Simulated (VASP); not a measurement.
# BN (F-43m) in VASP: settings compared

BN is run at these levels: PBE, PBEsol+D3(BJ); tasks: single point.

All numbers are computed with VASP 6.6.1; they aren't measurements. Logs are shortened: lines on timing, memory, paths and dates and some standing lists are left out, and cuts for length are marked.

**1. The cell of the first run**

It takes space group F-43m (No. 216, cubic). The conventional cell has a = 3.609 Å, b = 3.609 Å, c = 3.609 Å, α = 90.00°, β = 90.00°, γ = 90.00°. Within 2.1 Å of B (site symmetry -43m) lie 4 N at 1.56 Å. N (site symmetry -43m) has 4 B at 1.56 Å within 2.1 Å.

**2. Single point, PBE**

INCAR

```
SYSTEM = BN
ALGO = Normal
EDIFF = 1E-6
ENCUT = 600
GGA = PE
GGA_COMPAT = .FALSE.
ISIF = 2
ISMEAR = -4
LASPH = .TRUE.
LCHARG = .FALSE.
LREAL = .FALSE.
LWAVE = .FALSE.
NBANDS = 11
NELM = 120
PREC = Accurate
SIGMA = 0.1
```

KPOINTS

```
k-points
0
G
  5 5 5
  0 0 0
```

POSCAR

```
BN
1.0
    0.0000000000      1.8046682158      1.8046682158
    1.8046682158      0.0000000000      1.8046682158
    1.8046682158      1.8046682158      0.0000000000
B N
1 1
Direct
    0.3720000000      0.0030000000      0.1070000000
    1.1220000000      0.7530000000      0.8570000000
```

Potentials or basis: VASP PAW PBE potentials, release 64 (B, N).

Launch:

```sh
cat potpaw_PBE.64/B/POTCAR potpaw_PBE.64/N/POTCAR > POTCAR
mpirun -np 1 vasp_std > vasp.out
```

OUTCAR:

```text
SYSTEM = BN
   EDIFF = 1E-6
   ENCUT = 600
   GGA = PE
   ISIF = 2
   ISMEAR = -4
   LASPH = .TRUE.
   LREAL = .FALSE.
   NELM = 120
   PREC = Accurate

 ion  position               nearest neighbor table
   1  0.372  0.003  0.107-   2 1.56   2 1.56   2 1.56   2 1.56
   2  0.122  0.753  0.857-   1 1.56   1 1.56   1 1.56   1 1.56

  LATTYP: Found a face centered cubic cell.
 ALAT       =     3.6093364316

  Lattice vectors:

 A1 = (   0.0000000000,   1.8046682158,   1.8046682158)
 A2 = (   1.8046682158,   0.0000000000,   1.8046682158)
 A3 = (   1.8046682158,   1.8046682158,   0.0000000000)

Analysis of symmetry for initial positions (statically):
=====================================================================
 Subroutine PRICEL returns:
 Original cell was already a primitive cell.

 Routine SETGRP: Setting up the symmetry group for a
 face centered cubic supercell.

 Subroutine GETGRP returns: Found 24 space group operations
 (whereof  1 operations were pure point group operations)
 out of a pool of 48 trial point group operations.

The static configuration has the point symmetry C_1 .
 The point group associated with its full space group is T_d .

Analysis of symmetry for dynamics (positions and initial velocities):
=====================================================================
 Subroutine PRICEL returns:
 Original cell was already a primitive cell.

 Routine SETGRP: Setting up the symmetry group for a
 face centered cubic supercell.

 Subroutine GETGRP returns: Found 24 space group operations
 (whereof  1 operations were pure point group operations)
 out of a pool of 48 trial point group operations.

The dynamic configuration has the point symmetry C_1 .
 The point group associated with its full space group is T_d .

 Subroutine INISYM returns: Found 24 space group operations
 (whereof  1 operations are pure point group operations),
 and found     1 'primitive' translations

----------------------------------------------------------------------------------------

                                     Primitive cell

  volume of cell :      11.7550

  direct lattice vectors                    reciprocal lattice vectors
     0.000000000  1.804668216  1.804668216    -0.277059238  0.277059238  0.277059238
     1.804668216  0.000000000  1.804668216     0.277059238 -0.277059238  0.277059238
     1.804668216  1.804668216  0.000000000     0.277059238  0.277059238 -0.277059238

  length of vectors
     2.552186266  2.552186266  2.552186266     0.479880676  0.479880676  0.479880676

  position of ions in fractional coordinates (direct lattice)
     0.372000000  0.003000000  0.107000000
     0.122000000  0.753000000  0.857000000

  ion indices of the primitive-cell ions
   primitive index   ion index
                 1           1
                 2           2

----------------------------------------------------------------------------------------

 KPOINTS: k-points

Automatic generation of k-mesh.
 Grid dimensions read from file:
 generate k-points for:    5    5    5

 Generating k-lattice:

  Cartesian coordinates                     Fractional coordinates (reciprocal lattice)
    -0.055411848  0.055411848  0.055411848     0.200000000  0.000000000  0.000000000
     0.055411848 -0.055411848  0.055411848     0.000000000  0.200000000  0.000000000
     0.055411848  0.055411848 -0.055411848     0.000000000  0.000000000  0.200000000

  Length of vectors
     0.095976135  0.095976135  0.095976135

  Shift w.r.t. Gamma in fractional coordinates (k-lattice)
     0.000000000  0.000000000  0.000000000

 TETIRR: Found     24 inequivalent tetrahedra from      750

 Subroutine IBZKPT returns following result:
 ===========================================

 Found     10 irreducible k-points:

 Following reciprocal coordinates:
            Coordinates               Weight
  0.000000  0.000000  0.000000      1.000000
  0.200000  0.000000  0.000000      8.000000
  0.400000  0.000000  0.000000      8.000000
  0.200000  0.200000  0.000000      6.000000
  0.400000  0.200000  0.000000     24.000000
 -0.400000  0.200000  0.000000     24.000000
 -0.200000  0.200000  0.000000     12.000000
  0.400000  0.400000  0.000000      6.000000
 -0.400000  0.400000  0.000000     12.000000
 -0.400000  0.400000  0.200000     24.000000
   k-points           NKPTS =     10   k-points in BZ     NKDIM =     10   number of bands    NBANDS=     11
   number of dos      NEDOS =    301   number of ions     NIONS =      2
   total plane-waves  NPLWV =   8000
   dimension x,y,z NGX =    20 NGY =   20 NGZ =   20
   dimension x,y,z NGXF=    40 NGYF=   40 NGZF=   40
   ions per type =               1   1
   NGX,Y,Z   is equivalent  to a cutoff of  13.03, 13.03, 13.03 a.u.
   NGXF,Y,Z  is equivalent  to a cutoff of  26.06, 26.06, 26.06 a.u.
 SYSTEM =  BN
   PREC   = accura    normal or accurate (medium, high low for compatibility)
   ISTART =      0    job   : 0-new  1-cont  2-samecut
   ICHARG =      2    charge: 1-file 2-atom 10-const
   ISPIN  =      1    spin polarized calculation?
   LNONCOLLINEAR =      F non collinear calculations
   LSORBIT =      F    spin-orbit coupling
   LASPH  =      T    aspherical Exc in radial PAW
   ENCUT  =  600.0 eV  44.10 Ry    6.64 a.u.   5.10  5.10  5.10*2*pi/ulx,y,z
   NELM   =    120;   NELMIN=  2; NELMDL= -5     # of ELM steps
   EDIFF  = 0.1E-05   stopping-criterion for ELM
   LREAL  =      F    real-space projection
   EDIFFG = 0.1E-04   stopping-criterion for IOM
   NSW    =      0    number of steps for IOM
   IBRION =     -1    ionic relax: 0-MD 1-quasi-New 2-CG
   NFREE  =      0    steps in history (QN), initial steepest desc. (CG)
   ISIF   =      2    stress and relaxation
   ISYM   =      2    0-nonsym 1-usesym 2-fastsym
   POTIM  = 0.5000    time-step for ionic-motion
   TEBEG  =    0.0;   TEEND  =   0.0 temperature during run
   PSTRESS=    0.0 pullay stress
   NELECT =       8.0000    total number of electrons
   NUPDOWN=      -1.0000    fix difference up-down
   EMIN   =  10.00;   EMAX   =-10.00  energy-range for DOS
   EFERMI =   0.00;   METHOD = LEGACY
   ISMEAR =    -4;   SIGMA  =   0.10  broadening in eV -4-tet -1-fermi 0-gaus
   EFERMI_NEDOS =   21; number of points for ismear=-14 and -15
   IALGO  =     38    algorithm
   IMIX   =      4    mixing-type and parameters
     AMIX     =   0.40;   BMIX     =  1.00
     AMIX_MAG =   1.60;   BMIX_MAG =  1.00
  volume/ion in A,a.u.               =       5.88        39.66
  Fermi-wavevector in a.u.,A,eV,Ry     =   1.440005  2.721216 28.213253  2.073616
  Thomas-Fermi vector in A             =   2.558798
   LORBIT       =      0    0 simple, 1 ext, 2 COOP (PROOUT), +10 PAW based schemes
   GGA     = PE    functional components
   LHFCALC =     F    Hartree Fock is set to
   AEXX    =    0.0000 exact exchange contribution
   IVDW    =     0    specifies the selected vdW correction
   LEPSILON=     F    determine dielectric tensor
   LRPA    =     F    only Hartree local field effects (RPA)
 non-spin polarized calculation
 Fermi weights with tetrahedron method witout Bloechl corrections
  energy-cutoff  :      600.00
  volume of cell :       11.75
 maximum number of plane-waves:       396
   NGX = 11   NGY = 11   NGZ = 11

 number of electron       7.9999999 magnetization

 Free energy of the ion-electron system (eV)
  ---------------------------------------------------
  ext. energy  EPLUGINS =         0.00000000
  ---------------------------------------------------
  free energy    TOTEN  =       -17.43524051 eV

  energy without entropy =      -17.43524051  energy(sigma->0) =      -17.43524051

 E-fermi :   7.6546     XC(G=0): -12.8427

 val. band max:        7.4708114703   @ k =   0.0000   0.0000   0.0000
 cond. band min:      12.4166952016   @ k =   0.4000   0.4000   0.0000
 fundamental gap:      4.9458837313
 Fermi energy:         7.6545947870

 k-point     1 :       0.0000    0.0000    0.0000
  band No.  band energies     occupation
      1     -12.8178      2.00000
      2       7.4708      2.00000
      3       7.4708      2.00000
      4       7.4708      2.00000
      5      16.3051      0.00000
      6      16.3051      0.00000
      7      16.3051      0.00000
      8      17.8952      0.00000
      9      32.3039      0.00000
     10      35.2868      0.00000
     11      35.2868      0.00000

 k-point     2 :       0.2000    0.0000    0.0000
  band No.  band energies     occupation
      1     -11.8554      2.00000
      2       3.4697      2.00000
      3       6.6409      2.00000
      4       6.6409      2.00000
      5      16.9773      0.00000
      6      17.4905      0.00000
      7      17.4905      0.00000
      8      20.3367      0.00000
      9      31.1982      0.00000
     10      31.1982      0.00000
     11      31.2759      0.00000

 k-point     3 :       0.4000    0.0000    0.0000
  band No.  band energies     occupation
      1      -9.3661      2.00000
      2      -2.0616      2.00000
      3       5.6601      2.00000
      4       5.6601      2.00000
      5      17.5834      0.00000
      6      18.2026      0.00000
      7      18.2026      0.00000
      8      22.5238      0.00000
      9      30.8260      0.00000
     10      33.1410      0.00000
     11      33.1410      0.00000

 k-point     4 :       0.2000    0.2000    0.0000
  band No.  band energies     occupation
      1     -11.5379      2.00000
      2       4.6687      2.00000
      3       5.1877      2.00000
      4       5.1877      2.00000
      5      14.8826      0.00000
      6      19.5096      0.00000
      7      19.6465      0.00000
      8      19.6465      0.00000
      9      26.0171      0.00000
     10      34.2973      0.00000
     11      37.1148      0.00000

 k-point     5 :       0.4000    0.2000    0.0000
  band No.  band energies     occupation
      1      -9.5126      2.00000
      2       0.0535      2.00000
      3       3.9703      2.00000
      4       4.2046      2.00000
      5      15.3394      0.00000
      6      20.1911      0.00000
      7      20.8026      0.00000
      8      21.0886      0.00000
      9      27.4487      0.00000
     10      34.0558      0.00000
     11      36.6706      0.00000

 k-point     6 :      -0.4000    0.2000    0.0000
  band No.  band energies     occupation
      1      -8.0633      2.00000
      2      -2.2771      2.00000
      3       2.5858      2.00000
      4       4.6810      2.00000
      5      16.4402      0.00000
      6      20.2904      0.00000
      7      20.3994      0.00000
      8      23.2454      0.00000
      9      27.8387      0.00000
     10      32.5232      0.00000
     11      34.2792      0.00000

 k-point     7 :      -0.2000    0.2000    0.0000
  band No.  band energies     occupation
      1     -10.3443      2.00000
      2       1.2857      2.00000
      3       3.1806      2.00000
      4       6.1671      2.00000
      5      18.0615      0.00000
      6      18.4623      0.00000
      7      19.0009      0.00000
      8      21.2549      0.00000
      9      28.8097      0.00000
     10      29.8768      0.00000
     11      34.3439      0.00000

 k-point     8 :       0.4000    0.4000    0.0000
  band No.  band energies     occupation
      1      -8.2535      2.00000
      2      -0.1937      2.00000
      3       2.8605      2.00000
      4       2.8605      2.00000
      5      12.4167      0.00000
      6      17.0923      0.00000
      7      24.4907      0.00000
      8      24.4907      0.00000
      9      27.7026      0.00000
     10      34.9246      0.00000
     11      42.2478      0.00000

 k-point     9 :      -0.4000    0.4000    0.0000
  band No.  band energies     occupation
      1      -7.0814      2.00000
      2      -0.9431      2.00000
      3       0.3696      2.00000
      4       3.0809      2.00000
      5      13.8067      0.00000
      6      19.1587      0.00000
      7      24.0247      0.00000
      8      24.5995      0.00000
      9      26.9037      0.00000
     10      34.1590      0.00000
     11      36.1527      0.00000

 k-point    10 :      -0.4000    0.4000    0.2000
  band No.  band energies     occupation
      1      -7.5947      2.00000
      2      -0.6531      2.00000
      3       1.0655      2.00000
      4       2.5536      2.00000
      5      16.5783      0.00000
      6      19.7823      0.00000
      7      21.1800      0.00000
      8      24.3504      0.00000
      9      26.3406      0.00000
     10      33.0842      0.00000
     11      36.3872      0.00000

------------------------ aborting loop because EDIFF is reached ----------------------------------------

  FORCE on cell =-STRESS in cart. coord.  units (eV):
  Direction    XX          YY          ZZ          XY          YZ          ZX
  --------------------------------------------------------------------------------------
  -------------------------------------------------------------------------------------
  Total        0.3671678      0.3671678      0.3671678      0.0000000      0.0000000     -0.0000000
  in kB       50.0441251     50.0441251     50.0441251      0.0000000      0.0000000     -0.0000000
  external PRESSURE =      50.0441251 kB  Pullay stress =       0.0000000 kB

 VOLUME and BASIS-vectors are now :
 -----------------------------------------------------------------------------
  energy-cutoff  :      600.00
  volume of cell :       11.75
      direct lattice vectors                 reciprocal lattice vectors
     0.000000000  1.804668216  1.804668216    -0.277059238  0.277059238  0.277059238
     1.804668216  0.000000000  1.804668216     0.277059238 -0.277059238  0.277059238
     1.804668216  1.804668216  0.000000000     0.277059238  0.277059238 -0.277059238

 POSITION                                       TOTAL-FORCE (eV/Angst)
 -----------------------------------------------------------------------------------
      0.19851      0.86444      0.67675         0.000000      0.000000      0.000000
      2.90552      1.76677      1.57908        -0.000000     -0.000000     -0.000000
 -----------------------------------------------------------------------------------
    total drift:                               -0.000022     -0.000004      0.000002

  FREE ENERGIE OF THE ION-ELECTRON SYSTEM (eV)
  ---------------------------------------------------
  free  energy   TOTEN  =       -17.4352405050 eV

  energy  without entropy=      -17.4352405050  energy(sigma->0) =      -17.43524051
```

It took 3.6 s on 1 thread of AMD EPYC 7R13, shared host; peak memory 0.09 GiB.

Results:

- Free energy: -17.4352 eV
- Pressure: 5.0 GPa
- Band gap on the k mesh: 4.95 eV, indirect (least direct gap 8.83 eV)

Caveat: the k points lie up to 0.60 Å⁻¹ apart. A k mesh can miss the band edges.

(Part 1 of 2 ends here.)
